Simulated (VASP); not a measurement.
# Si2W: single point with PBE

The system is Si2W.

```
Si W
1.0
    -1.67683    1.67683    4.08510
     1.67683   -1.67683    4.08510
     1.67683    1.67683   -4.08510
Si W
2 1
Cartesian
  0.0000 0.0000 2.7335
  0.0000 0.0000 5.4367
  0.0000 0.0000 0.0000
```

```
Program                : VASP 6.6.1
Task                   : single point
Functional             : PBE
Potentials or basis    : VASP PAW PBE potentials, release 64 (Si, W_sv)
Cutoff                 : 520 eV
k mesh                 : 18 × 18 × 18
Occupations            : gaussian, width 0.15 eV
Spin                   : no spin polarisation
Dipole correction      : no
Further INCAR settings : ALGO = Normal; EDIFF = 1e-06; NBANDS = 18
```

```json
{
 "Pressure": "-19.4 GPa",
 "Largest force": "0.253 eV/Å",
 "Band gap on the k mesh": "zero (bands 11 and 12 overlap by 1.07 eV)"
}
```

Forces on the atoms (eV/Å):
```
Si   0.000  0.000  0.253
Si   0.000  0.000 -0.253
W    0.000  0.000  0.000
```

Stress tensor (GPa, compression positive):
```
-18.67   0.00   0.00
  0.00 -18.67   0.00
  0.00   0.00 -20.96
```

Levels at points of the mesh, in eV from the Fermi level:
```
           k point  band 8  band 9  band 10  band 11  band 12  band 13  band 14  band 15
(0.00, 0.00, 0.00)   -2.71   -2.46    -2.46     0.55     2.06     2.79     2.79     3.40
(0.50, 0.00, 0.00)   -4.40   -2.39    -2.32    -0.28     2.23     2.60     3.45     3.58
(0.50, 0.50, 0.00)   -5.39   -4.49    -2.73    -1.63     2.36     2.46     2.57     3.47
(0.50, 0.50, 0.50)   -2.23   -0.79    -0.79    -0.40    -0.40     0.68     3.54     4.01
```

Run time: 9.9 min on 1 thread of Intel Xeon 8259CL (shared host), peak memory 0.5 GiB.

Caveat: the cell stands under tension; spin-orbit coupling is left out, which moves the levels of the heavy elements.
